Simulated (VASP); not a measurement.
Crystal: Be3TeF4.

```
Be Te F
1.0
     4.51940    0.00000    0.00000
     1.96293    5.48303    0.00000
     1.99720    0.92903    5.67571
Be Te F
3 1 4
Direct
  0.13990 0.63768 0.16198
  0.89516 0.01725 0.45157
  0.60517 0.90783 0.96952
  0.38970 0.19058 0.26739
  0.84451 0.67085 0.07109
  0.76598 0.02591 0.71724
  0.33694 0.80144 0.96303
  0.02264 0.74845 0.39818
```

Base run:

| Property | Result |
| --- | --- |
| Program | VASP 6.6.1 |
| Functional | PBEsol |
| Potentials or basis | VASP PAW PBE potentials, release 64 (Be, Te, F) |
| Cutoff | 520 eV |
| k mesh | 6 × 4 × 4 |
| Occupations | gaussian, width 0.02 eV |
| Spin | no spin polarisation |

Its results: band gap on the k mesh 3.89 eV; pressure -1.4 GPa; largest force 0.100 eV/Å.

**Question.** The run is repeated on the same cell with these changes: functional from PBEsol to PBE; further incar settings from ALGO = Normal; EDIFF = 1e-07; NBANDS = 30 to ALGO = Normal; EDIFF = 1e-06; NBANDS = 30. What comes out?

**Answer.** Band gap on the k mesh 3.91 eV; pressure 0.1 GPa; largest force 0.062 eV/Å.

Caveats: spin-orbit coupling is left out, which moves the levels of the heavy elements; the PAW data sets were made with another functional, which shifts forces and pressure a little (at least some runs).

A k mesh can miss the band edges.
